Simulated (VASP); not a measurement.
C: vibrations by perturbation theory with LDA

Crystal: C.

```
CELL_PARAMETERS angstrom
1.22281 -2.11673 0.00000
1.22281 2.11673 0.00000
0.00000 0.00000 6.72251
ATOMIC_POSITIONS crystal
C 0.08331 0.91669 0.75000
C 0.58331 0.41669 0.25000
C 0.91669 0.08331 0.25000
C 0.41669 0.58331 0.75000
```

```json
{"Program": "VASP 6.6.1", "Task": "vibrations by perturbation theory", "Functional": "LDA", "Potentials or basis": "VASP PAW LDA potentials, release 64 (C)", "Cutoff": "520 eV", "k mesh": "18 × 18 × 6", "Occupations": "gaussian, width 0.3 eV", "Spin": "no spin polarisation", "Dipole correction": "no", "Further INCAR settings": "ALGO = Normal; EDIFF = 1e-08; IBRION = 8; NSW = 1"}
```

```yaml
Highest_phonon_frequency_at_Γ: 1606 cm⁻¹
Most_unstable_mode: 51i cm⁻¹
```

Phonon frequencies in cm⁻¹ (negative: imaginary):
```tsv
q point	frequencies
(0.000, 0.000, 0.000)	-51 0 0 0 48 108 884 887 1589 1595 1597 1606
```

It took 8.8 min on 1 thread of Oxide Virtual Turin-like Processor, on a shared host, peak memory 0.52 GiB.

Caveat: some modes are imaginary.
